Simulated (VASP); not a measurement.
# NaH (Fm-3m) in VASP: notebook

Runs on NaH. Level: PBE. Tasks: single point, relaxation of cell and atoms.

Everything below comes from runs of VASP 6.6.1. Logs are shortened: lines on timing, memory, paths and dates and some standing lists are left out, and cuts for length are marked.

## Step 1: The cell of the first run

The structure is cubic, space group Fm-3m (No. 225). The conventional cell has a = 4.831 Å, b = 4.831 Å, c = 4.831 Å, α = 90.00°, β = 90.00°, γ = 90.00°. Na (site symmetry m-3m) has 6 H at 2.42 Å within 3.2 Å. H (site symmetry m-3m) has 6 Na at 2.42 Å within 3.2 Å.

## Step 2: Single point, PBE

INCAR

```
SYSTEM = NaH
PREC = Accurate
ENCUT = 520
EDIFF = 1E-6
ISMEAR = 0
SIGMA = 0.02
LREAL = .False.
LASPH = .True.
NELM = 100
ALGO = Normal
ISIF = 2
LWAVE = .False.
LCHARG = .False.
GGA = PE
NBANDS = 11
```

KPOINTS

```
regular mesh
0
Gamma
  8 8 8
  0 0 0
```

POSCAR

```
NaH
1.0
    0.0000000000      2.4153412026      2.4153412026
    2.4153412026      0.0000000000      2.4153412026
    2.4153412026      2.4153412026      0.0000000000
Na H
1 1
Direct
    0.0000000000      0.0000000000      0.0000000000
    0.5000000000      0.5000000000      0.5000000000
```

Potentials or basis: VASP PAW PBE potentials, release 64 (Na_pv, H).

Command:

```console
$ cat potpaw_PBE.64/Na_pv/POTCAR potpaw_PBE.64/H/POTCAR > POTCAR
$ mpirun -np 1 vasp_std > vasp.out
```

OUTCAR:

```text
SYSTEM = NaH
   PREC = Accurate
   ENCUT = 520
   EDIFF = 1E-6
   ISMEAR = 0
   LREAL = .False.
   LASPH = .True.
   NELM = 100
   ISIF = 2
   GGA = PE

 ion  position               nearest neighbor table
   1  0.000  0.000  0.000-
   2  0.500  0.500  0.500-

  LATTYP: Found a face centered cubic cell.
 ALAT       =     4.8306824052

  Lattice vectors:

 A1 = (   0.0000000000,   2.4153412026,   2.4153412026)
 A2 = (   2.4153412026,   0.0000000000,   2.4153412026)
 A3 = (   2.4153412026,   2.4153412026,   0.0000000000)

Analysis of symmetry for initial positions (statically):
=====================================================================
 Subroutine PRICEL returns:
 Original cell was already a primitive cell.

 Routine SETGRP: Setting up the symmetry group for a
 face centered cubic supercell.

 Subroutine GETGRP returns: Found 48 space group operations
 (whereof 48 operations were pure point group operations)
 out of a pool of 48 trial point group operations.

The static configuration has the point symmetry O_h .

Analysis of symmetry for dynamics (positions and initial velocities):
=====================================================================
 Subroutine PRICEL returns:
 Original cell was already a primitive cell.

 Routine SETGRP: Setting up the symmetry group for a
 face centered cubic supercell.

 Subroutine GETGRP returns: Found 48 space group operations
 (whereof 48 operations were pure point group operations)
 out of a pool of 48 trial point group operations.

The dynamic configuration has the point symmetry O_h .

 Subroutine INISYM returns: Found 48 space group operations
 (whereof 48 operations are pure point group operations),
 and found     1 'primitive' translations

----------------------------------------------------------------------------------------

                                     Primitive cell

  volume of cell :      28.1816

  direct lattice vectors                    reciprocal lattice vectors
     0.000000000  2.415341203  2.415341203    -0.207010090  0.207010090  0.207010090
     2.415341203  0.000000000  2.415341203     0.207010090 -0.207010090  0.207010090
     2.415341203  2.415341203  0.000000000     0.207010090  0.207010090 -0.207010090

  length of vectors
     3.415808286  3.415808286  3.415808286     0.358551994  0.358551994  0.358551994

  position of ions in fractional coordinates (direct lattice)
     0.000000000  0.000000000  0.000000000
     0.500000000  0.500000000  0.500000000

  ion indices of the primitive-cell ions
   primitive index   ion index
                 1           1
                 2           2

----------------------------------------------------------------------------------------

 KPOINTS: regular mesh

Automatic generation of k-mesh.
 Grid dimensions read from file:
 generate k-points for:    8    8    8

 Generating k-lattice:

  Cartesian coordinates                     Fractional coordinates (reciprocal lattice)
    -0.025876261  0.025876261  0.025876261     0.125000000  0.000000000  0.000000000
     0.025876261 -0.025876261  0.025876261     0.000000000  0.125000000  0.000000000
     0.025876261  0.025876261 -0.025876261     0.000000000  0.000000000  0.125000000

  Length of vectors
     0.044818999  0.044818999  0.044818999

  Shift w.r.t. Gamma in fractional coordinates (k-lattice)
     0.000000000  0.000000000  0.000000000

 Subroutine IBZKPT returns following result:
 ===========================================

 Found     29 irreducible k-points:

 Following reciprocal coordinates:
            Coordinates               Weight
  0.000000  0.000000  0.000000      1.000000
  0.125000  0.000000  0.000000      8.000000
  0.250000  0.000000  0.000000      8.000000
  0.375000  0.000000  0.000000      8.000000
  0.500000  0.000000  0.000000      4.000000
  0.125000  0.125000  0.000000      6.000000
[... 16 lines left out ...]
  0.500000  0.250000  0.125000     48.000000
 -0.375000  0.250000  0.125000     24.000000
 [... further k-points ...]
   k-points           NKPTS =     29   k-points in BZ     NKDIM =     29   number of bands    NBANDS=     11
   number of dos      NEDOS =    301   number of ions     NIONS =      2
   total plane-waves  NPLWV =  21952
   dimension x,y,z NGX =    28 NGY =   28 NGZ =   28
   dimension x,y,z NGXF=    56 NGYF=   56 NGZF=   56
   ions per type =               1   1
   NGX,Y,Z   is equivalent  to a cutoff of  13.63, 13.63, 13.63 a.u.
   NGXF,Y,Z  is equivalent  to a cutoff of  27.25, 27.25, 27.25 a.u.
 SYSTEM =  NaH
   PREC   = accura    normal or accurate (medium, high low for compatibility)
   ISTART =      0    job   : 0-new  1-cont  2-samecut
   ICHARG =      2    charge: 1-file 2-atom 10-const
   ISPIN  =      1    spin polarized calculation?
   LNONCOLLINEAR =      F non collinear calculations
   LSORBIT =      F    spin-orbit coupling
   LASPH  =      T    aspherical Exc in radial PAW
   ENCUT  =  520.0 eV  38.22 Ry    6.18 a.u.   6.35  6.35  6.35*2*pi/ulx,y,z
   NELM   =    100;   NELMIN=  2; NELMDL= -5     # of ELM steps
   EDIFF  = 0.1E-05   stopping-criterion for ELM
   LREAL  =      F    real-space projection
   EDIFFG = 0.1E-04   stopping-criterion for IOM
   NSW    =      0    number of steps for IOM
   IBRION =     -1    ionic relax: 0-MD 1-quasi-New 2-CG
   NFREE  =      0    steps in history (QN), initial steepest desc. (CG)
   ISIF   =      2    stress and relaxation
   ISYM   =      2    0-nonsym 1-usesym 2-fastsym
   POTIM  = 0.5000    time-step for ionic-motion
   TEBEG  =    0.0;   TEEND  =   0.0 temperature during run
   PSTRESS=    0.0 pullay stress
   NELECT =       8.0000    total number of electrons
   NUPDOWN=      -1.0000    fix difference up-down
   EMIN   =  10.00;   EMAX   =-10.00  energy-range for DOS
   EFERMI =   0.00;   METHOD = LEGACY
   ISMEAR =     0;   SIGMA  =   0.02  broadening in eV -4-tet -1-fermi 0-gaus
   EFERMI_NEDOS =   21; number of points for ismear=-14 and -15
   IALGO  =     38    algorithm
   IMIX   =      4    mixing-type and parameters
     AMIX     =   0.40;   BMIX     =  1.00
     AMIX_MAG =   1.60;   BMIX_MAG =  1.00
  volume/ion in A,a.u.               =      14.09        95.09
  Fermi-wavevector in a.u.,A,eV,Ry     =   1.075927  2.033208 15.750376  1.157620
  Thomas-Fermi vector in A             =   2.211798
   LORBIT       =      0    0 simple, 1 ext, 2 COOP (PROOUT), +10 PAW based schemes
   GGA     = PE    functional components
   LHFCALC =     F    Hartree Fock is set to
   AEXX    =    0.0000 exact exchange contribution
   IVDW    =     0    specifies the selected vdW correction
   LEPSILON=     F    determine dielectric tensor
   LRPA    =     F    only Hartree local field effects (RPA)
 non-spin polarized calculation
 Gauss-broadening in eV      SIGMA  =   0.02
  energy-cutoff  :      520.00
  volume of cell :       28.18
 maximum number of plane-waves:       775
 NGX is ok and might be reduce to    28
   NGX = 13   NGY = 13   NGZ = 13

 number of electron       7.9999998 magnetization

 Free energy of the ion-electron system (eV)
  ---------------------------------------------------
  ext. energy  EPLUGINS =         0.00000000
  ---------------------------------------------------
  free energy    TOTEN  =        -5.08760928 eV

  energy without entropy =       -5.08760928  energy(sigma->0) =       -5.08760928

 E-fermi :  -0.9495     XC(G=0):  -7.7738

 val. band max:       -1.1100302253   @ k =  -0.2500   0.5000   0.2500
 cond. band min:       2.6521682965   @ k =   0.5000   0.0000   0.0000
 fundamental gap:      3.7621985218
 Fermi energy:        -0.9495425876

 k-point     1 :       0.0000    0.0000    0.0000
  band No.  band energies     occupation
      1     -23.2104      2.00000
      2     -23.2104      2.00000
      3     -23.2104      2.00000
      4      -4.7308      2.00000
      5       9.3182      0.00000
      6      14.5007      0.00000
      7      14.5007      0.00000
      8      14.5007      0.00000
      9      15.3614      0.00000
     10      15.3614      0.00000
     11      15.3614      0.00000

 k-point     2 :       0.1250    0.0000    0.0000
  band No.  band energies     occupation
      1     -23.2243      2.00000
      2     -23.2120      2.00000
      3     -23.2120      2.00000
      4      -4.4623      2.00000
      5       8.4361      0.00000
      6      11.8883      0.00000
      7      13.6881      0.00000
      8      13.6881      0.00000
      9      16.3529      0.00000
     10      16.3529      0.00000
     11      16.4961      0.00000

 k-point     3 :       0.2500    0.0000    0.0000
  band No.  band energies     occupation
      1     -23.2577      2.00000
      2     -23.2160      2.00000
      3     -23.2160      2.00000
      4      -3.6993      2.00000
      5       6.1197      0.00000
      6      10.4228      0.00000
      7      12.9005      0.00000
      8      12.9005      0.00000
      9      16.3346      0.00000
     10      16.3346      0.00000
     11      17.6991      0.00000

 k-point     4 :       0.3750    0.0000    0.0000
  band No.  band energies     occupation
      1     -23.2907      2.00000
      2     -23.2201      2.00000
      3     -23.2201      2.00000
      4      -2.6304      2.00000
      5       3.7697      0.00000
      6       9.8425      0.00000
      7      12.4338      0.00000
      8      12.4338      0.00000
      9      15.5686      0.00000
     10      15.5686      0.00000
     11      17.9551      0.00000
[... 239 lines left out ...]
 k-point    22 :       0.3750    0.2500    0.1250
  band No.  band energies     occupation
      1     -23.2653      2.00000
      2     -23.2324      2.00000
      3     -23.2214      2.00000
      4      -3.0843      2.00000
      5       5.7591      0.00000
      6       8.1301      0.00000
      7      11.1453      0.00000
      8      14.0070      0.00000
      9      14.3248      0.00000
     10      16.9030      0.00000
     11      19.5300      0.00000

 k-point    23 :       0.5000    0.2500    0.1250
  band No.  band energies     occupation
      1     -23.2825      2.00000
      2     -23.2420      2.00000
      3     -23.2264      2.00000
      4      -2.1408      2.00000
      5       4.2832      0.00000
      6       6.9737      0.00000
      7      10.2713      0.00000
      8      13.8857      0.00000
      9      15.1879      0.00000
     10      17.1884      0.00000
     11      19.3311      0.00000

 k-point    24 :      -0.3750    0.2500    0.1250
  band No.  band energies     occupation
      1     -23.2899      2.00000
      2     -23.2450      2.00000
      3     -23.2292      2.00000
      4      -1.5931      2.00000
      5       3.4366      0.00000
      6       6.7138      0.00000
      7       9.9142      0.00000
      8      13.8218      0.00000
      9      15.0488      0.00000
     10      18.2712      0.00000
     11      20.3738      0.00000

 [... further k-points ...]
[... 5 lines left out ...]
  --------------------------------------------------------------------------------------
  -------------------------------------------------------------------------------------
  Total       -0.0015364     -0.0015364     -0.0015364     -0.0000000     -0.0000000      0.0000000
  in kB       -0.0873501     -0.0873501     -0.0873501     -0.0000000     -0.0000000      0.0000000
  external PRESSURE =      -0.0873501 kB  Pullay stress =       0.0000000 kB

 VOLUME and BASIS-vectors are now :
 -----------------------------------------------------------------------------
  energy-cutoff  :      520.00
  volume of cell :       28.18
      direct lattice vectors                 reciprocal lattice vectors
     0.000000000  2.415341203  2.415341203    -0.207010090  0.207010090  0.207010090
     2.415341203  0.000000000  2.415341203     0.207010090 -0.207010090  0.207010090
     2.415341203  2.415341203  0.000000000     0.207010090  0.207010090 -0.207010090

 POSITION                                       TOTAL-FORCE (eV/Angst)
 -----------------------------------------------------------------------------------
      0.00000      0.00000      0.00000         0.000000      0.000000      0.000000
      2.41534      2.41534      2.41534        -0.000000     -0.000000     -0.000000
 -----------------------------------------------------------------------------------
    total drift:                               -0.000000     -0.000000     -0.000000

  FREE ENERGIE OF THE ION-ELECTRON SYSTEM (eV)
  ---------------------------------------------------
  free  energy   TOTEN  =        -5.0876092755 eV

  energy  without entropy=       -5.0876092755  energy(sigma->0) =       -5.08760928
```

Wall time 7.8 s (1 thread of Intel Xeon Platinum 8259CL at 2.50GHz (Skylake/Cascade Lake), shared host); peak memory 0.15 GiB.

Results:

| Quantity | Value |
| --- | --- |
| Free energy | -5.0876 eV |
| Pressure | 0.0 GPa |
| Band gap on the k mesh | 3.76 eV, indirect (least direct gap 4.62 eV) |

## Step 3: Relaxation of cell and atoms, PBE

This run uses another cell than the first one, of 15.09 Å³/atom, 1.071 times its volume.

INCAR

```
SYSTEM = NaH
ALGO = Normal
EDIFF = 1E-6
EDIFFG = -0.005
ENCUT = 600
GGA = PE
IBRION = 2
ISIF = 3
ISMEAR = 0
LASPH = .TRUE.
LCHARG = .FALSE.
LREAL = .FALSE.
LWAVE = .FALSE.
NELM = 60
NSW = 100
PREC = Accurate
SIGMA = 0.02
```

KPOINTS

```
k-points
0
G
  8 8 8
  0 0 0
```

POSCAR

```
NaH
1.0
    0.0000000000      2.4712823094      2.4712823094
    2.4712823094      0.0000000000      2.4712823094
    2.4712823094      2.4712823094      0.0000000000
Na H
1 1
Direct
    0.0000000000      0.0000000000      0.0000000000
    0.5000000000      0.5000000000      0.5000000000
```

Potentials or basis: VASP PAW PBE potentials, release 64 (Na_pv, H).

Command:

```console
$ cat potpaw_PBE.64/Na_pv/POTCAR potpaw_PBE.64/H/POTCAR > POTCAR
$ mpirun -np 1 vasp_std > vasp.out
```

It took 20 s on 1 thread of Intel Xeon Platinum 8259CL at 2.50GHz (Skylake/Cascade Lake), shared host; peak memory 0.15 GiB.

It converged, with:

* Free energy: -5.0883 eV
* Relaxed volume: 14.12 Å³/atom
* Relaxed cell: a = 3.418 Å, b = 3.418 Å, c = 3.418 Å, α = 60.00°, β = 60.00°, γ = 60.00°
* Space group after relaxing (to 0.05 Å): Fm-3m (No. 225)
* Energy gained by relaxing: 4.5 meV/atom
* Ionic steps: 5
* Pressure after relaxing: 0.0 GPa
* Band gap on the k mesh: 3.76 eV, indirect (least direct gap 4.61 eV)

The path:
| step | energy change (eV) | largest force (eV/Å) | pressure (GPa) | volume (Å³) |
| --- | --- | --- | --- | --- |
| 1 | 0.0000 | 0.0000 | -1.39 | 30.19 |
| 2 | -0.0043 | 0.0000 | -1.01 | 29.62 |
| 3 | -0.0083 | 0.0000 | -0.42 | 28.76 |
| 4 | -0.0055 | 0.0000 | 1.04 | 27.08 |
| 5 | -0.0090 | 0.0000 | -0.03 | 28.25 |

Final structure:
```
CELL_PARAMETERS angstrom
0.00000 2.41721 2.41721
2.41721 0.00000 2.41721
2.41721 2.41721 0.00000
ATOMIC_POSITIONS crystal
Na 0.00000 0.00000 0.00000
H 0.50000 0.50000 0.50000
```

Levels at points of the mesh, in eV from the valence-band top:
| k point | band 2 | band 3 | band 4 | band 5 | band 6 | band 7 |
| --- | --- | --- | --- | --- | --- | --- |
| (0.00, 0.00, 0.00) | -22.10 | -22.10 | -3.61 | 10.41 | 15.59 | 15.59 |
| (0.50, 0.00, 0.00) | -22.12 | -22.12 | -0.86 | 3.76 | 10.77 | 13.38 |
| (0.50, 0.50, 0.00) | -22.14 | -22.14 | -0.18 | 4.64 | 10.03 | 10.67 |

A k mesh can miss the band edges.
